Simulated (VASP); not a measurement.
A run of VASP 6.6.1:

INCAR

```
SYSTEM = K3Na
PREC = Accurate
ENCUT = 520
EDIFF = 1E-7
ISMEAR = 0
SIGMA = 0.1
LREAL = .FALSE.
LASPH = .TRUE.
NELM = 60
ALGO = Normal
ISIF = 2
LWAVE = .FALSE.
LCHARG = .TRUE.
GGA = PS
LELF = .TRUE.
LVHAR = .TRUE.
NBANDS = 25
```

KPOINTS

```
regular mesh
0
G
  4 4 4
  0 0 0
```

POSCAR

```
K3Na
1.0
    0.0000000000      4.9587623128      4.9587623128
    4.9587623128      0.0000000000      4.9587623128
    4.9587623128      4.9587623128      0.0000000000
Na K
1 3
Direct
    0.0000000000      0.0000000000      0.0000000000
    0.5000000000      0.5000000000      0.5000000000
    0.2500000000      0.2500000000      0.2500000000
    0.7500000000      0.7500000000      0.7500000000
```

Potentials or basis: VASP PAW PBE potentials, release 64 (Na_pv, K_sv).

Launch:

```sh
$ cat potpaw_PBE.64/Na_pv/POTCAR potpaw_PBE.64/K_sv/POTCAR > POTCAR
$ mpirun -np 1 vasp_std > vasp.out
```

Hardware: 1 thread of Intel(R) Xeon(R) 6975P-C (Granite Rapids) (shared host).

**Question.** Estimate the wall time of this run.

**Answer.** Wall time 32 s on 1 thread of Intel(R) Xeon(R) 6975P-C (Granite Rapids), on a shared host, peak memory 0.4 GiB. Counts: scf iterations 12, k points 8.
